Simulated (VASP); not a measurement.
# Ir (Fm-3m) in VASP: further runs

Aim: see how the results for Ir move with the level of theory and the settings. Levels: PBEsol, LDA. Tasks: single point, relaxation of cell and atoms.

All numbers are computed with VASP 6.6.1; they aren't measurements. Logs are shortened: lines on timing, memory, paths and dates and some standing lists are left out, and cuts for length are marked.

## Step 1: The cell of the first run

Symmetry: Fm-3m, No. 225, cubic system. The conventional cell has a = 3.829 Å, b = 3.829 Å, c = 3.829 Å, α = 90.00°, β = 90.00°, γ = 90.00°. Ir (site symmetry m-3m) has 12 Ir at 2.71 Å within 3.6 Å.

## Step 2: Single point, PBEsol

The input, INCAR:

```
SYSTEM = Ir
ALGO = Normal
EDIFF = 1E-6
ENCUT = 500
GGA = PS
GGA_COMPAT = .False.
ISIF = 2
ISMEAR = -1
LASPH = .True.
LCHARG = .False.
LREAL = .False.
LWAVE = .False.
NBANDS = 14
NELM = 120
PREC = Accurate
SIGMA = 0.05
```

The input, KPOINTS:

```
k-points
0
Gamma
  12 12 12
  0 0 0
```

The input, POSCAR:

```
Ir
1.0
    0.0000000000      1.9144763341      1.9144763341
    1.9144763341      0.0000000000      1.9144763341
    1.9144763341      1.9144763341      0.0000000000
Ir
1
Direct
    0.0000000000      0.0000000000      0.0000000000
```

Potentials or basis: VASP PAW PBE potentials, release 64 (Ir_sv_GW).

Started as:

```bash
cat potpaw_PBE.64/Ir_sv_GW/POTCAR > POTCAR
mpirun -np 1 vasp_std > vasp.out
```

OUTCAR:

```text
SYSTEM = Ir
   EDIFF = 1E-6
   ENCUT = 500
   GGA = PS
   ISIF = 2
   ISMEAR = -1
   LASPH = .True.
   LREAL = .False.
   NELM = 120
   PREC = Accurate

 ion  position               nearest neighbor table
   1  0.000  0.000  0.000-

  LATTYP: Found a face centered cubic cell.
 ALAT       =     3.8289526682

  Lattice vectors:

 A1 = (   0.0000000000,   1.9144763341,   1.9144763341)
 A2 = (   1.9144763341,   0.0000000000,   1.9144763341)
 A3 = (   1.9144763341,   1.9144763341,   0.0000000000)

Analysis of symmetry for initial positions (statically):
[... 5 lines left out ...]
 face centered cubic supercell.

 Subroutine GETGRP returns: Found 48 space group operations
 (whereof 48 operations were pure point group operations)
 out of a pool of 48 trial point group operations.

The static configuration has the point symmetry O_h .

Analysis of symmetry for dynamics (positions and initial velocities):
[... 5 lines left out ...]
 face centered cubic supercell.

 Subroutine GETGRP returns: Found 48 space group operations
 (whereof 48 operations were pure point group operations)
 out of a pool of 48 trial point group operations.

The dynamic configuration has the point symmetry O_h .

 Subroutine INISYM returns: Found 48 space group operations
 (whereof 48 operations are pure point group operations),
 and found     1 'primitive' translations

----------------------------------------------------------------------------------------

                                     Primitive cell

  volume of cell :      14.0340

  direct lattice vectors                    reciprocal lattice vectors
     0.000000000  1.914476334  1.914476334    -0.261168023  0.261168023  0.261168023
     1.914476334  0.000000000  1.914476334     0.261168023 -0.261168023  0.261168023
     1.914476334  1.914476334  0.000000000     0.261168023  0.261168023 -0.261168023

  length of vectors
     2.707478397  2.707478397  2.707478397     0.452356286  0.452356286  0.452356286

  position of ions in fractional coordinates (direct lattice)
     0.000000000  0.000000000  0.000000000

  ion indices of the primitive-cell ions
   primitive index   ion index
                 1           1

----------------------------------------------------------------------------------------

 KPOINTS: k-points

Automatic generation of k-mesh.
 Grid dimensions read from file:
 generate k-points for:   12   12   12

 Generating k-lattice:

  Cartesian coordinates                     Fractional coordinates (reciprocal lattice)
    -0.021764002  0.021764002  0.021764002     0.083333333  0.000000000  0.000000000
     0.021764002 -0.021764002  0.021764002     0.000000000  0.083333333  0.000000000
     0.021764002  0.021764002 -0.021764002     0.000000000  0.000000000  0.083333333

  Length of vectors
     0.037696357  0.037696357  0.037696357

  Shift w.r.t. Gamma in fractional coordinates (k-lattice)
     0.000000000  0.000000000  0.000000000

 Subroutine IBZKPT returns following result:
 ===========================================

 Found     72 irreducible k-points:

 Following reciprocal coordinates:
            Coordinates               Weight
  0.000000  0.000000  0.000000      1.000000
  0.083333  0.000000  0.000000      8.000000
  0.166667  0.000000  0.000000      8.000000
  0.250000  0.000000  0.000000      8.000000
  0.333333  0.000000  0.000000      8.000000
  0.416667  0.000000  0.000000      8.000000
[... 16 lines left out ...]
  0.500000  0.166667  0.000000     24.000000
 -0.416667  0.166667  0.000000     24.000000
 [... further k-points ...]
   k-points           NKPTS =     72   k-points in BZ     NKDIM =     72   number of bands    NBANDS=     14
   number of dos      NEDOS =    301   number of ions     NIONS =      1
   total plane-waves  NPLWV =   8000
   dimension x,y,z NGX =    20 NGY =   20 NGZ =   20
   dimension x,y,z NGXF=    40 NGYF=   40 NGZF=   40
   ions per type =               1
   NGX,Y,Z   is equivalent  to a cutoff of  12.28, 12.28, 12.28 a.u.
   NGXF,Y,Z  is equivalent  to a cutoff of  24.56, 24.56, 24.56 a.u.
 SYSTEM =  Ir
   PREC   = accura    normal or accurate (medium, high low for compatibility)
   ISTART =      0    job   : 0-new  1-cont  2-samecut
   ICHARG =      2    charge: 1-file 2-atom 10-const
   ISPIN  =      1    spin polarized calculation?
   LNONCOLLINEAR =      F non collinear calculations
   LSORBIT =      F    spin-orbit coupling
   LASPH  =      T    aspherical Exc in radial PAW
   ENCUT  =  500.0 eV  36.75 Ry    6.06 a.u.   4.94  4.94  4.94*2*pi/ulx,y,z
   NELM   =    120;   NELMIN=  2; NELMDL= -5     # of ELM steps
   EDIFF  = 0.1E-05   stopping-criterion for ELM
   LREAL  =      F    real-space projection
   EDIFFG = 0.1E-04   stopping-criterion for IOM
   NSW    =      0    number of steps for IOM
   IBRION =     -1    ionic relax: 0-MD 1-quasi-New 2-CG
   NFREE  =      0    steps in history (QN), initial steepest desc. (CG)
   ISIF   =      2    stress and relaxation
   ISYM   =      2    0-nonsym 1-usesym 2-fastsym
   POTIM  = 0.5000    time-step for ionic-motion
   TEBEG  =    0.0;   TEEND  =   0.0 temperature during run
   PSTRESS=    0.0 pullay stress
   NELECT =      17.0000    total number of electrons
   NUPDOWN=      -1.0000    fix difference up-down
   EMIN   =  10.00;   EMAX   =-10.00  energy-range for DOS
[... 5 lines left out ...]
     AMIX     =   0.40;   BMIX     =  1.00
     AMIX_MAG =   1.60;   BMIX_MAG =  1.00
  volume/ion in A,a.u.               =      14.03        94.71
  Fermi-wavevector in a.u.,A,eV,Ry     =   1.745143  3.297843 41.436893  3.045526
  Thomas-Fermi vector in A             =   2.816887
   LORBIT       =      0    0 simple, 1 ext, 2 COOP (PROOUT), +10 PAW based schemes
   GGA     = PS    functional components
   LHFCALC =     F    Hartree Fock is set to
   AEXX    =    0.0000 exact exchange contribution
   IVDW    =     0    specifies the selected vdW correction
   LEPSILON=     F    determine dielectric tensor
   LRPA    =     F    only Hartree local field effects (RPA)
 non-spin polarized calculation
  energy-cutoff  :      500.00
  volume of cell :       14.03
 maximum number of plane-waves:       366
   NGX =  9   NGY =  9   NGZ =  9

 number of electron      17.0000000 magnetization

 Free energy of the ion-electron system (eV)
  ---------------------------------------------------
  ext. energy  EPLUGINS =         0.00000000
  ---------------------------------------------------
  free energy    TOTEN  =       -10.41620649 eV

  energy without entropy =      -10.41150525  energy(sigma->0) =      -10.41385587

 E-fermi :  12.9292     XC(G=0): -14.7584

 val. band max:       12.9046622657   @ k =   0.3333   0.0833   0.0000
 cond. band min:      12.9302214479   @ k =  -0.2500   0.0833   0.0000
 fundamental gap:      0.0255591822
 Fermi energy:        12.9292118786

 k-point     1 :       0.0000    0.0000    0.0000
  band No.  band energies     occupation
      1     -80.1339      2.00000
      2     -36.5319      2.00000
      3     -36.5319      2.00000
      4     -36.5319      2.00000
      5       1.6396      2.00000
      6       8.9484      2.00000
      7       8.9484      2.00000
      8       8.9484      2.00000
      9      11.6925      2.00000
     10      11.6925      2.00000
     11      26.4605      0.00000
     12      32.0057      0.00000
     13      32.0057      0.00000
     14      32.0057      0.00000

 k-point     2 :       0.0833    0.0000    0.0000
  band No.  band energies     occupation
      1     -80.1293      2.00000
      2     -36.5881      2.00000
      3     -36.5396      2.00000
      4     -36.5396      2.00000
      5       1.9506      2.00000
      6       8.7847      2.00000
      7       9.0793      2.00000
      8       9.0793      2.00000
      9      11.6085      2.00000
     10      11.6085      2.00000
     11      26.9980      0.00000
     12      30.7278      0.00000
     13      32.5306      0.00000
     14      32.5306      0.00000

 k-point     3 :       0.1667    0.0000    0.0000
  band No.  band energies     occupation
      1     -80.1173      2.00000
      2     -36.7417      2.00000
      3     -36.5607      2.00000
      4     -36.5607      2.00000
      5       2.8018      2.00000
      6       8.4558      2.00000
      7       9.3458      2.00000
      8       9.3458      2.00000
      9      11.5252      2.00000
     10      11.5252      2.00000
     11      28.1103      0.00000
     12      28.7829      0.00000
     13      34.0133      0.00000
     14      34.0133      0.00000

 k-point     4 :       0.2500    0.0000    0.0000
  band No.  band energies     occupation
      1     -80.1009      2.00000
      2     -36.9469      2.00000
      3     -36.5905      2.00000
      4     -36.5905      2.00000
      5       3.8709      2.00000
      6       8.4227      2.00000
      7       9.3966      2.00000
      8       9.3966      2.00000
      9      11.8627      2.00000
     10      11.8627      2.00000
     11      26.3430      0.00000
     12      29.2134      0.00000
     13      36.1471      0.00000
     14      36.1471      0.00000

 k-point     5 :       0.3333    0.0000    0.0000
  band No.  band energies     occupation
      1     -80.0840      2.00000
      2     -37.1476      2.00000
      3     -36.6190      2.00000
      4     -36.6190      2.00000
      5       4.5455      2.00000
      6       9.1713      2.00000
      7       9.1713      2.00000
      8       9.3241      2.00000
      9      12.6635      1.99021
     10      12.6635      1.99021
     11      24.0742      0.00000
[... 276 lines left out ...]
 k-point    22 :       0.4167    0.1667    0.0000
  band No.  band energies     occupation
      1     -80.0700      2.00000
      2     -37.1768      2.00000
      3     -36.7251      2.00000
      4     -36.6929      2.00000
      5       5.4813      2.00000
      6       8.0076      2.00000
      7       8.7101      2.00000
      8      10.0340      2.00000
      9      13.7337      0.00000
     10      14.0531      0.00000
     11      23.3444      0.00000
     12      28.6454      0.00000
     13      30.9446      0.00000
     14      33.1483      0.00000

 k-point    23 :       0.5000    0.1667    0.0000
  band No.  band energies     occupation
      1     -80.0614      2.00000
      2     -37.2633      2.00000
      3     -36.7685      2.00000
      4     -36.6937      2.00000
      5       5.5622      2.00000
      6       8.0414      2.00000
      7       9.5090      2.00000
      8       9.7924      2.00000
      9      13.8988      0.00000
     10      16.0960      0.00000
     11      20.4657      0.00000
     12      27.9165      0.00000
     13      30.8584      0.00000
     14      31.5006      0.00000

 k-point    24 :      -0.4167    0.1667    0.0000
  band No.  band energies     occupation
      1     -80.0604      2.00000
      2     -37.2705      2.00000
      3     -36.7954      2.00000
      4     -36.6773      2.00000
      5       5.6338      2.00000
      6       8.0661      2.00000
      7       9.6785      2.00000
      8       9.8541      2.00000
      9      13.3565      0.00039
     10      16.6906      0.00000
     11      20.1699      0.00000
     12      27.7947      0.00000
     13      30.1081      0.00000
     14      32.0741      0.00000

 [... further k-points ...]
[... 5 lines left out ...]
  --------------------------------------------------------------------------------------
  -------------------------------------------------------------------------------------
  Total       -0.2880762     -0.2880762     -0.2880762     -0.0000000     -0.0000000      0.0000000
  in kB      -32.8880424    -32.8880424    -32.8880424     -0.0000000     -0.0000000      0.0000000
  external PRESSURE =     -32.8880424 kB  Pullay stress =       0.0000000 kB

 VOLUME and BASIS-vectors are now :
 -----------------------------------------------------------------------------
  energy-cutoff  :      500.00
  volume of cell :       14.03
      direct lattice vectors                 reciprocal lattice vectors
     0.000000000  1.914476334  1.914476334    -0.261168023  0.261168023  0.261168023
     1.914476334  0.000000000  1.914476334     0.261168023 -0.261168023  0.261168023
     1.914476334  1.914476334  0.000000000     0.261168023  0.261168023 -0.261168023

 POSITION                                       TOTAL-FORCE (eV/Angst)
 -----------------------------------------------------------------------------------
      0.00000      0.00000      0.00000        -0.000000     -0.000000     -0.000000
 -----------------------------------------------------------------------------------
    total drift:                               -0.000000     -0.000000     -0.000000

  FREE ENERGIE OF THE ION-ELECTRON SYSTEM (eV)
  ---------------------------------------------------
  free  energy   TOTEN  =       -10.4162064915 eV

  energy  without entropy=      -10.4115052535  energy(sigma->0) =      -10.41385587
```

Run time: 7.7 s. Hardware: 1 thread of AMD EPYC 9R45 (Zen 5), shared host; peak memory 0.1 GiB.

What came out:

```yaml
Free_energy: -10.4162 eV
Pressure: -3.3 GPa
```

Levels at points of the mesh, in eV from the Fermi level:
```tsv
k point	band 4	band 5	band 6	band 7	band 8	band 9	band 10	band 11	band 12	band 13
(0.00, 0.00, 0.00)	-49.46	-11.29	-3.98	-3.98	-3.98	-1.24	-1.24	13.53	19.08	19.08
(0.50, 0.00, 0.00)	-49.58	-8.25	-4.08	-4.08	-0.86	0.89	0.89	7.30	13.19	19.10
(0.50, 0.50, 0.00)	-49.76	-8.06	-7.48	0.87	1.47	1.47	1.61	10.57	11.44	11.44
```

Caveat: the PAW data sets were made with another functional, which shifts forces and pressure a little; spin-orbit coupling is left out, which moves the levels of the heavy elements.

## Step 3: Relaxation of cell and atoms, LDA

The input, INCAR:

```
PREC = Accurate
ENCUT = 500
EDIFF = 1E-7
ISMEAR = -1
SIGMA = 0.05
LREAL = False
LASPH = True
NELM = 120
ALGO = Normal
ISIF = 3
LWAVE = False
LCHARG = False
GGA = CA
IBRION = 2
NSW = 60
EDIFFG = -0.01
GGA_COMPAT = False
NELMIN = 4
```

The input, KPOINTS:

```
Automatic mesh
0
Gamma
  12 12 12
```

The input, POSCAR:

```
Ir
1.0
    0.0000000000      1.9156000000      1.9156000000
    1.9156000000      0.0000000000      1.9156000000
    1.9156000000      1.9156000000      0.0000000000
Ir
1
Direct
    0.0000000000      0.0000000000      0.0000000000
```

Potentials or basis: VASP PAW LDA potentials, release 64 (Ir_sv_GW).

Started as:

```bash
cat potpaw_LDA.64/Ir_sv_GW/POTCAR > POTCAR
mpirun -np 1 vasp_std > vasp.out
```

It took 27 s on 1 thread of AMD EPYC 9R45 (Zen 5), shared host; peak memory 0.11 GiB.

It converged, with:

```yaml
Free_energy: -10.9274 eV
Relaxed_volume: 13.77 Å³/atom
Relaxed_cell: a = 2.690 Å, b = 2.690 Å, c = 2.690 Å, α = 60.00°, β = 60.00°, γ = 60.00°
Space_group_after_relaxing_to_0.05_Å: Fm-3m (No. 225)
Energy_gained_by_relaxing: 7.7 meV/atom
Ionic_steps: 4
Pressure_after_relaxing: 0.0 GPa
```

The path:
| step | energy change (eV) | largest force (eV/Å) | pressure (GPa) | volume (Å³) |
| --- | --- | --- | --- | --- |
| 1 | 0.0000 | 0.0000 | -8.35 | 14.06 |
| 2 | 0.1428 | 0.0000 | 45.76 | 12.62 |
| 3 | -0.0077 | 0.0000 | -0.36 | 13.78 |
| 4 | -0.0077 | 0.0000 | -0.05 | 13.77 |

Final structure:
```
Ir
1.0
     0.00000    1.90240    1.90240
     1.90240    0.00000    1.90240
     1.90240    1.90240    0.00000
Ir
1
Direct
  0.00000 0.00000 0.00000
```

Levels at points of the mesh, in eV from the Fermi level:
| k point | band 6 | band 7 | band 8 | band 9 | band 10 | band 11 |
| --- | --- | --- | --- | --- | --- | --- |
| (0.00, 0.00, 0.00) | -4.11 | -4.11 | -4.11 | -1.27 | -1.27 | 13.53 |
| (0.50, 0.00, 0.00) | -4.21 | -4.21 | -0.80 | 0.91 | 0.91 | 7.54 |
| (0.50, 0.50, 0.00) | -7.69 | 0.90 | 1.52 | 1.52 | 1.71 | 10.89 |

Caveat: spin-orbit coupling is left out, which moves the levels of the heavy elements.
